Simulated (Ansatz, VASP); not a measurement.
Zn2Bi: VASP beside Ansatz

File INCAR:

```
ALGO = Normal
EDIFF = 1E-7
ENCUT = 520
GGA = PE
ISIF = 2
ISMEAR = 0
LASPH = True
LCHARG = True
LELF = True
LREAL = False
LVHAR = True
LWAVE = False
NBANDS = 26
NELM = 80
PREC = Accurate
SIGMA = 0.1
```

The input KPOINTS:

```
k-points
0
Gamma
  6 6 6
```

File POSCAR:

```
Zn2Bi
1.0
    4.7650872604      0.0000000000      0.0000000000
   -2.3825436302      4.1266866189      0.0000000000
    0.0000000000      0.0000000000      3.0291209435
Zn Bi
2 1
Direct
    0.3333333333      0.6666666667      0.5000000000
    0.6666666667      0.3333333333      0.5000000000
    0.0000000000      0.0000000000      0.0000000000
```

Input for Ansatz:

```yaml
crystal:
  lattice:
    - [4.7650872604, 0.0, 0.0]
    - [-2.3825436302, 4.1266866189, 0.0]
    - [0.0, 0.0, 3.0291209435]
  atoms:
    - { symbol: Zn, position: [0.3333333333, 0.6666666667, 0.5] }
    - { symbol: Zn, position: [0.6666666667, 0.3333333333, 0.5] }
    - { symbol: Bi, position: [0.0, 0.0, 0.0] }
basis:
  ecutwfc: 420
kpoints:
  mp_grid: { grid: [6, 6, 6] }
hamiltonian:
  xc: pbe
scf:
  occupations: { method: gaussian, width: 0.1 }
  lower_state_search: "off"
output:
  forces: true
  stress: true
  eigenvalues: true
```

Alike in both runs: task single point; functional PBE; k mesh 6 × 6 × 6; occupations gaussian, width 0.1 eV; no spin polarisation.

|  | VASP | Ansatz |
| --- | --- | --- |
| version | VASP 6.6.1 | Ansatz 0.2.0 |
| potentials or method | VASP PAW PBE potentials, release 64 (Zn, Bi_d), cutoff 520 eV | scalar-relativistic, plane waves, PAW |
| valence electrons in the cell | 39 | 39 |

|  | VASP | Ansatz | Ansatz less VASP |
| --- | --- | --- | --- |
| gap on the k mesh at the Fermi level (eV) | none | none | - |
| pressure (GPa) | 7.8 | 7.7 | -0.08 |
| traceless stress, the component that is largest in VASP (GPa) | -1.79 | -1.74 | +0.040 |

A gap of «none» marks a metal or a gap that the smearing closes.

Spin-orbit coupling is off throughout.
